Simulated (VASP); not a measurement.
I: single point with RPBE

Crystal: I.

```
I
1.0
     0.00000    2.36560    3.90984
     2.19225    0.00000    3.90984
     2.19225    2.36560    0.00000
I
1
Direct
  0.00000 0.00000 0.00000
```

| Quantity | Value |
| --- | --- |
| Program | VASP 6.6.1 |
| Task | single point |
| Functional | RPBE |
| Potentials or basis | VASP PAW PBE potentials, release 64 (I) |
| Cutoff | 500 eV |
| k mesh | 5 × 5 × 5 |
| Occupations | gaussian, width 0.15 eV |
| Spin | no spin polarisation |
| Dipole correction | no |
| Further INCAR settings | ALGO = Normal; EDIFF = 1e-06; NBANDS = 10 |

```
Pressure : 1.8 GPa
```

Stress tensor (GPa, compression positive):
```
1.09 0.00 0.00
0.00 2.07 0.00
0.00 0.00 2.09
```

Levels at points of the mesh, in eV from the Fermi level:
| k point | band 1 | band 2 | band 3 | band 4 | band 5 | band 6 | band 7 | band 8 |
| --- | --- | --- | --- | --- | --- | --- | --- | --- |
| (0.00, 0.00, 0.00) | -13.13 | -1.26 | 1.50 | 1.81 | 5.50 | 8.21 | 9.00 | 12.88 |

Run time: 7 s on 1 thread of Intel(R) Xeon(R) Platinum 8559C (Emerald Rapids) (shared host), peak memory 0.17 GiB.

Caveat: the k points lie up to 0.42 Å⁻¹ apart; the PAW data sets were made with another functional, which shifts forces and pressure a little; spin-orbit coupling is left out, which moves the levels of the heavy elements; an odd number of electrons without spin polarisation forces a metal; a magnetic or distorted state may lie lower.
